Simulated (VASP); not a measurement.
A run of VASP 6.6.1:

File INCAR:

```
ALGO = Normal
EDIFF = 1E-6
ENCUT = 520
GGA = PE
ISIF = 2
ISMEAR = 0
IVDW = 12
LASPH = T
LCHARG = F
LREAL = Auto
LWAVE = F
NBANDS = 40
NELM = 60
PREC = Accurate
SIGMA = 0.05
```

KPOINTS

```
k-points
0
Gamma
  2 3 1
```

File POSCAR:

```
LiAl16
1.0
    8.1000000000      0.0000000000      0.0000000000
    0.0000000000      5.7275650000      0.0000000000
    0.0000000000      0.0000000000     15.2956740000
Al Li
16 1
Direct
    0.2500000000      0.2499999564      0.0653780278
    0.7500000000      0.2499999564      0.0653780278
    0.2500000000      0.7500000436      0.0653780278
    0.7500000000      0.7500000436      0.0653780278
   -0.0012411111      0.0001625473      0.1484878666
    0.5012411111      0.0001627219      0.1484876051
   -0.0012472840      0.4996179005      0.1485153253
    0.5012471605      0.4996177259      0.1485151292
    0.2500002469      0.2497902686      0.2418731597
    0.7500001235      0.2497565719      0.2384058395
    0.2499997531      0.7496512043      0.2421602997
    0.7500006173      0.7498706693      0.2413845248
    0.0035614815     -0.0018620478      0.3248855199
    0.4964391358     -0.0018620478      0.3248851277
    0.0034191358      0.5012437222      0.3249104289
    0.4965813580      0.5012437222      0.3249101020
    0.7500014815      0.2489632156      0.4176364507
```

Potentials or basis: VASP PAW PBE potentials, release 64 (Al, Li_sv).

Command:

```console
$ cat potpaw_PBE.64/Al/POTCAR potpaw_PBE.64/Li_sv/POTCAR > POTCAR
$ mpirun -np 1 vasp_std > vasp.out
```

Hardware: 1 thread of Intel(R) Xeon(R) 6975P-C (Granite Rapids), with other jobs on the host.

Question: How long does it take, and how much memory?

Answer: Wall time 2.2 min on 1 thread of Intel(R) Xeon(R) 6975P-C (Granite Rapids), with other jobs on the host, peak memory 0.66 GiB. Counts: scf iterations 22, k points 4.
